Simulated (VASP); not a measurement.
# LiMgBN2 (I-4m2) in VASP: further runs, part 2 of 3

VASP 6.6.1. The steps go on from the part before.

**3. Single point, PBE (strain +0.000 along x and y, +0.040 along z)**

Input file INCAR:

```
ALGO = Normal
EDIFF = 1E-7
ENCUT = 520
GGA = PE
ISIF = 2
ISMEAR = 0
LASPH = True
LCHARG = False
LREAL = False
LWAVE = False
NBANDS = 17
NELM = 100
PREC = Accurate
SIGMA = 0.05
```

Input file KPOINTS:

```
k-points
0
Gamma
  8 8 8
```

Input file POSCAR:

```
LiMgBN2
1.0
   -1.9096560000      1.9096560000      4.6212628800
    1.9096560000     -1.9096560000      4.6212628800
    1.9096560000      1.9096560000     -4.6212628800
Li Mg B N
1 1 1 2
Direct
    0.2500000000      0.7500000000      0.5000000000
    0.7500000000      0.2500000000      0.5000000000
    0.5000000000      0.5000000000      0.0000000000
    0.6512635000      0.6512635000      0.0000000000
    0.3487365000      0.3487365000      0.0000000000
```

Potentials or basis: VASP PAW PBE potentials, release 64 (Li_sv, Mg, B, N).

Run with:

```sh
$ cat potpaw_PBE.64/Li_sv/POTCAR potpaw_PBE.64/Mg/POTCAR potpaw_PBE.64/B/POTCAR potpaw_PBE.64/N/POTCAR > POTCAR
$ mpirun -np 1 vasp_std > vasp.out
```

OUTCAR:

```text
EDIFF = 1E-7
   ENCUT = 520
   GGA = PE
   ISIF = 2
   ISMEAR = 0
   LASPH = True
   LREAL = False
   NELM = 100
   PREC = Accurate

 ion  position               nearest neighbor table
   1  0.250  0.750  0.500-   5 2.12   4 2.12   5 2.12   4 2.12   2 2.70   2 2.70   2 2.70   2 2.70

   2  0.750  0.250  0.500-   5 2.12   4 2.12   5 2.12   4 2.12   1 2.70   1 2.70   1 2.70   1 2.70

   3  0.500  0.500  0.000-   4 1.40   5 1.40
   4  0.651  0.651  0.000-   3 1.40   2 2.12   1 2.12   1 2.12   2 2.12
   5  0.349  0.349  0.000-   3 1.40   1 2.12   2 2.12   2 2.12   1 2.12

  LATTYP: Found a body centered tetragonal cell.
 ALAT       =     3.8193120000
 C/A-ratio  =     2.4199452048

  Lattice vectors:

 A1 = (  -1.9096560000,   1.9096560000,   4.6212628800)
 A2 = (   1.9096560000,  -1.9096560000,   4.6212628800)
 A3 = (   1.9096560000,   1.9096560000,  -4.6212628800)

Analysis of symmetry for initial positions (statically):
=====================================================================
 Subroutine PRICEL returns:
 Original cell was already a primitive cell.

 Routine SETGRP: Setting up the symmetry group for a
 body centered tetragonal supercell.

 Subroutine GETGRP returns: Found  8 space group operations
 (whereof  8 operations were pure point group operations)
 out of a pool of 16 trial point group operations.

The static configuration has the point symmetry D_2d.

Analysis of symmetry for dynamics (positions and initial velocities):
=====================================================================
 Subroutine PRICEL returns:
 Original cell was already a primitive cell.

 Routine SETGRP: Setting up the symmetry group for a
 body centered tetragonal supercell.

 Subroutine GETGRP returns: Found  8 space group operations
 (whereof  8 operations were pure point group operations)
 out of a pool of 16 trial point group operations.

The dynamic configuration has the point symmetry D_2d.

 Subroutine INISYM returns: Found  8 space group operations
 (whereof  8 operations are pure point group operations),
 and found     1 'primitive' translations

----------------------------------------------------------------------------------------

                                     Primitive cell

  volume of cell :      67.4110

  direct lattice vectors                    reciprocal lattice vectors
    -1.909656000  1.909656000  4.621262880     0.000000000  0.261827261  0.108195533
     1.909656000 -1.909656000  4.621262880     0.261827261  0.000000000  0.108195533
     1.909656000  1.909656000 -4.621262880     0.261827261  0.261827261  0.000000000

  length of vectors
     5.352536098  5.352536098  5.352536098     0.283301585  0.283301585  0.370279664

  position of ions in fractional coordinates (direct lattice)
     0.250000000  0.750000000  0.500000000
     0.750000000  0.250000000  0.500000000
     0.500000000  0.500000000  0.000000000
     0.651263500  0.651263500  0.000000000
     0.348736500  0.348736500  0.000000000

  ion indices of the primitive-cell ions
   primitive index   ion index
                 1           1
                 2           2
                 3           3
                 4           4
                 5           5

----------------------------------------------------------------------------------------

 KPOINTS: k-points

Automatic generation of k-mesh.
 Grid dimensions read from file:
 generate k-points for:    8    8    8

 Generating k-lattice:

  Cartesian coordinates                     Fractional coordinates (reciprocal lattice)
     0.000000000  0.032728408  0.013524442     0.125000000 -0.000000000  0.000000000
     0.032728408  0.000000000  0.013524442    -0.000000000  0.125000000  0.000000000
     0.032728408  0.032728408  0.000000000     0.000000000  0.000000000  0.125000000

  Length of vectors
     0.035412698  0.035412698  0.046284958

  Shift w.r.t. Gamma in fractional coordinates (k-lattice)
     0.000000000  0.000000000  0.000000000

 Subroutine IBZKPT returns following result:
 ===========================================

 Found     59 irreducible k-points:

 Following reciprocal coordinates:
            Coordinates               Weight
  0.000000  0.000000  0.000000      1.000000
  0.125000 -0.000000  0.000000      8.000000
  0.250000 -0.000000  0.000000      8.000000
  0.375000  0.000000 -0.000000      8.000000
  0.500000 -0.000000  0.000000      4.000000
  0.125000  0.125000  0.000000      8.000000
[... 16 lines left out ...]
  0.250000  0.125000  0.125000     16.000000
  0.375000  0.125000  0.125000      8.000000
 [... further k-points ...]
   k-points           NKPTS =     59   k-points in BZ     NKDIM =     59   number of bands    NBANDS=     17
   number of dos      NEDOS =    301   number of ions     NIONS =      5
   total plane-waves  NPLWV =  64000
   dimension x,y,z NGX =    40 NGY =   40 NGZ =   40
   dimension x,y,z NGXF=    80 NGYF=   80 NGZF=   80
   ions per type =               1   1   1   2
   NGX,Y,Z   is equivalent  to a cutoff of  12.42, 12.42, 12.42 a.u.
   NGXF,Y,Z  is equivalent  to a cutoff of  24.85, 24.85, 24.85 a.u.
 SYSTEM =  unknown system
   PREC   = accura    normal or accurate (medium, high low for compatibility)
   ISTART =      0    job   : 0-new  1-cont  2-samecut
   ICHARG =      2    charge: 1-file 2-atom 10-const
   ISPIN  =      1    spin polarized calculation?
   LNONCOLLINEAR =      F non collinear calculations
   LSORBIT =      F    spin-orbit coupling
   LASPH  =      T    aspherical Exc in radial PAW
   ENCUT  =  520.0 eV  38.22 Ry    6.18 a.u.   9.95  9.95  9.95*2*pi/ulx,y,z
   NELM   =    100;   NELMIN=  2; NELMDL= -5     # of ELM steps
   EDIFF  = 0.1E-06   stopping-criterion for ELM
   LREAL  =      F    real-space projection
   EDIFFG = 0.1E-05   stopping-criterion for IOM
   NSW    =      0    number of steps for IOM
   IBRION =     -1    ionic relax: 0-MD 1-quasi-New 2-CG
   NFREE  =      0    steps in history (QN), initial steepest desc. (CG)
   ISIF   =      2    stress and relaxation
   ISYM   =      2    0-nonsym 1-usesym 2-fastsym
   POTIM  = 0.5000    time-step for ionic-motion
   TEBEG  =    0.0;   TEEND  =   0.0 temperature during run
   PSTRESS=    0.0 pullay stress
   NELECT =      18.0000    total number of electrons
   NUPDOWN=      -1.0000    fix difference up-down
   EMIN   =  10.00;   EMAX   =-10.00  energy-range for DOS
   EFERMI =   0.00;   METHOD = LEGACY
   ISMEAR =     0;   SIGMA  =   0.05  broadening in eV -4-tet -1-fermi 0-gaus
   EFERMI_NEDOS =   21; number of points for ismear=-14 and -15
   IALGO  =     38    algorithm
   IMIX   =      4    mixing-type and parameters
     AMIX     =   0.40;   BMIX     =  1.00
     AMIX_MAG =   1.60;   BMIX_MAG =  1.00
  volume/ion in A,a.u.               =      13.48        90.98
  Fermi-wavevector in a.u.,A,eV,Ry     =   1.054198  1.992145 15.120597  1.111333
  Thomas-Fermi vector in A             =   2.189349
   LORBIT       =      0    0 simple, 1 ext, 2 COOP (PROOUT), +10 PAW based schemes
   GGA     = PE    functional components
   LHFCALC =     F    Hartree Fock is set to
   AEXX    =    0.0000 exact exchange contribution
   IVDW    =     0    specifies the selected vdW correction
   LEPSILON=     F    determine dielectric tensor
   LRPA    =     F    only Hartree local field effects (RPA)
 non-spin polarized calculation
 Gauss-broadening in eV      SIGMA  =   0.05
  energy-cutoff  :      520.00
  volume of cell :       67.41
 maximum number of plane-waves:      1828
   NGX = 19   NGY = 19   NGZ = 19

 number of electron      18.0000004 magnetization

 Free energy of the ion-electron system (eV)
  ---------------------------------------------------
  ext. energy  EPLUGINS =         0.00000000
  ---------------------------------------------------
  free energy    TOTEN  =       -31.39634132 eV

  energy without entropy =      -31.39634132  energy(sigma->0) =      -31.39634132

 E-fermi :   0.9277     XC(G=0):  -8.4102

 val. band max:        0.7096591642   @ k =   0.5000   0.5000   0.5000
 cond. band min:       3.2360216312   @ k =   0.0000   0.0000   0.0000
 fundamental gap:      2.5263624670
 Fermi energy:         0.9277239586

 k-point     1 :       0.0000    0.0000    0.0000
  band No.  band energies     occupation
      1     -42.9240      2.00000
      2     -13.3898      2.00000
      3     -12.4008      2.00000
      4      -4.1480      2.00000
      5      -1.7951      2.00000
      6      -1.1681      2.00000
[... 457 lines left out ...]
      4      -3.6605      2.00000
      5      -3.1401      2.00000
      6      -2.1283      2.00000
[... 9 lines left out ...]
     16      11.1210      0.00000
     17      12.5976      0.00000

 [... further k-points ...]
[... 5 lines left out ...]
  --------------------------------------------------------------------------------------
  -------------------------------------------------------------------------------------
  Total       -0.5849648     -0.5849648     -7.6878935      0.0000000      0.0000000      0.0000000
  in kB      -13.9030271    -13.9030271   -182.7203804      0.0000000      0.0000000      0.0000000
  external PRESSURE =     -70.1754782 kB  Pullay stress =       0.0000000 kB

 VOLUME and BASIS-vectors are now :
 -----------------------------------------------------------------------------
  energy-cutoff  :      520.00
  volume of cell :       67.41
      direct lattice vectors                 reciprocal lattice vectors
    -1.909656000  1.909656000  4.621262880     0.000000000  0.261827261  0.108195533
     1.909656000 -1.909656000  4.621262880     0.261827261  0.000000000  0.108195533
     1.909656000  1.909656000 -4.621262880     0.261827261  0.261827261  0.000000000

 POSITION                                       TOTAL-FORCE (eV/Angst)
 -----------------------------------------------------------------------------------
      1.90966      0.00000      2.31063         0.000000      0.000000     -0.000000
      0.00000      1.90966      2.31063         0.000000      0.000000     -0.000000
      0.00000      0.00000      4.62126         0.000000      0.000000     -0.000000
      0.00000      0.00000      6.01932        -0.000000     -0.000000     -2.136725
      0.00000      0.00000      3.22321         0.000000      0.000000      2.136725
 -----------------------------------------------------------------------------------
    total drift:                               -0.000000      0.000000     -0.000000

  FREE ENERGIE OF THE ION-ELECTRON SYSTEM (eV)
  ---------------------------------------------------
  free  energy   TOTEN  =       -31.3963413155 eV

  energy  without entropy=      -31.3963413155  energy(sigma->0) =      -31.39634132
```

OSZICAR:

```text
N       E                     dE             d eps       ncg     rms          rms(c)
DAV:   1     0.833663572816E+02    0.83366E+02   -0.81202E+03  2006   0.982E+02
DAV:   2    -0.270789320706E+02   -0.11045E+03   -0.10379E+03  2617   0.223E+02
DAV:   3    -0.369945810504E+02   -0.99156E+01   -0.98708E+01  3448   0.625E+01
DAV:   4    -0.371894981752E+02   -0.19492E+00   -0.19450E+00  2822   0.788E+00
DAV:   5    -0.371962923454E+02   -0.67942E-02   -0.67928E-02  3054   0.126E+00    0.125E+01
DAV:   6    -0.316477174066E+02    0.55486E+01   -0.14928E+01  2681   0.238E+01    0.466E+00
DAV:   7    -0.314870730916E+02    0.16064E+00   -0.89645E-01  2746   0.605E+00    0.314E+00
DAV:   8    -0.313950827013E+02    0.91990E-01   -0.31248E-01  2484   0.359E+00    0.580E-01
DAV:   9    -0.313908511287E+02    0.42316E-02   -0.35931E-02  2998   0.133E+00    0.316E-01
DAV:  10    -0.313948128360E+02   -0.39617E-02   -0.61331E-03  2288   0.585E-01    0.157E-01
DAV:  11    -0.313960791574E+02   -0.12663E-02   -0.10124E-03  2322   0.188E-01    0.766E-02
DAV:  12    -0.313963113996E+02   -0.23224E-03   -0.45999E-04  2293   0.118E-01    0.232E-02
DAV:  13    -0.313963412776E+02   -0.29878E-04   -0.69199E-05  2481   0.529E-02    0.731E-03
DAV:  14    -0.313963409626E+02    0.31498E-06   -0.62320E-06  2713   0.168E-02    0.162E-03
DAV:  15    -0.313963413315E+02   -0.36892E-06   -0.55857E-07  2388   0.507E-03    0.120E-03
DAV:  16    -0.313963413155E+02    0.16066E-07   -0.63562E-08  2101   0.160E-03
   1 F= -.31396341E+02 E0= -.31396341E+02  d E =-.604615E-12
```

It took 51 s on 1 thread of Intel Xeon 6975P-C (Granite Rapids), shared host; peak memory 0.28 GiB.

What came out:

```yaml
Free_energy: -31.3963 eV
Largest_force: 2.137 eV/Å
Band_gap_on_the_k_mesh: 2.53 eV, indirect (least direct gap 3.58 eV)
```

Forces on the atoms (eV/Å):
```
Li   0.000  0.000  0.000
Mg   0.000  0.000  0.000
B    0.000  0.000  0.000
N    0.000  0.000 -2.137
N    0.000  0.000  2.137
```

Caveat: the cell differs from its parent crystal (strain +0.000 along x and y, +0.040 along z); the cutoff is under 1.25 times the usual one of these potentials, so pressure, stress and relaxed cells hold a basis-set (Pulay) error; forces of over 1 eV/Å act on the atoms, so gaps and moduli don't describe the material at rest.

[end of part 2 of 3]
